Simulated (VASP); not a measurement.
Write the native input for VASP 6.6.1 that does the following.

```
Task                   : single point
Functional             : PBE
Potentials or basis    : VASP PAW PBE potentials, release 64 (Co, Si)
Cutoff                 : 520 eV
k mesh                 : 14 × 14 × 14
Occupations            : fermi-dirac, width 0.05 eV
Spin                   : no spin polarisation
Dipole correction      : no
Further INCAR settings : ALGO = Normal; EDIFF = 1e-06; NBANDS = 16
```

The structure of CoSi2 (MoSi2 type) lies in POSCAR:

```
CoSi2
1.0
   -1.4062657121      1.4062657121      3.2861767041
    1.4062657121     -1.4062657121      3.2861767041
    1.4062657121      1.4062657121     -3.2861767041
Co Si
1 2
Direct
    0.0000000000      0.0000000000      0.0000000000
    0.3354040956      0.3354040956      0.0000000000
   -0.3354040956     -0.3354040956      0.0000000000
```

The input as run:

INCAR

```
SYSTEM = CoSi2
ALGO     = Normal         ! electronic algorithm
EDIFF    = 1E-6           ! SCF threshold, eV
ENCUT    = 520            ! plane-wave cutoff, eV
GGA      = PE             ! functional
ISIF     = 2              ! what is computed and relaxed
ISMEAR   = -1             ! smearing method
LASPH    = .TRUE.         ! aspherical terms in the spheres
LCHARG   = .FALSE.        ! write CHGCAR
LREAL    = .FALSE.        ! projectors in reciprocal space
LWAVE    = .FALSE.        ! write WAVECAR
NBANDS   = 16             ! bands
NELM     = 60             ! most SCF steps
PREC     = Accurate       ! precision mode
SIGMA    = 0.05           ! smearing width, eV
```

KPOINTS

```
k-points
0
G
  14 14 14
  0 0 0
```

Potentials or basis: VASP PAW PBE potentials, release 64 (Co, Si).

The run is started by

```sh
$ cat potpaw_PBE.64/Co/POTCAR potpaw_PBE.64/Si/POTCAR > POTCAR
$ mpirun -np 1 vasp_std > vasp.out
```

Results of the run:

```json
{
  "Pressure": "116.0 GPa",
  "Largest force": "0.003 eV/Å"
}
```

Wall time 76 s on 1 thread of AMD EPYC 9R45 96-Core Processor (Zen 5) (shared host), peak memory 0.22 GiB.
